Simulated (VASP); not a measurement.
Ni:

```
CELL_PARAMETERS angstrom
0.00000 1.78550 1.78550
1.78550 0.00000 1.78550
1.78550 1.78550 0.00000
ATOMIC_POSITIONS crystal
Ni 0.00000 0.00000 0.00000
```

Base run:

| Item | Value |
| --- | --- |
| Program | VASP 6.6.1 |
| Functional | PBE |
| Potentials or basis | VASP PAW PBE potentials, release 64 (Ni) |
| Cutoff | 520 eV |
| k mesh | 12 × 12 × 12 |
| Occupations | fermi-dirac, width 0.1 eV |
| Spin | collinear spin, ferromagnetic start |
| Starting moments | [1.96] μB |
| Fixed moment | 1.96 μB |

Its results: pressure 15.1 GPa; site moments Ni +1.83 μB.

Q: After a change of settings the same cell gave: pressure -1.8 GPa; site moments Ni +1.19 μB. Which change was it?
A. fixed moment from 1.96 μB to 0.24 μB; moments at the start from [1.96] to [0.24]
B. fixed moment from 1.96 μB to 1.22 μB; moments at the start from [1.96] to [1.22]
C. fixed moment from 1.96 μB to 0.73 μB; moments at the start from [1.96] to [0.73]
D. fixed moment from 1.96 μB to none; moments at the start from [1.96] to [2.0]

A: B.

Caveats: the total moment is fixed, so each spin has its own Fermi level.
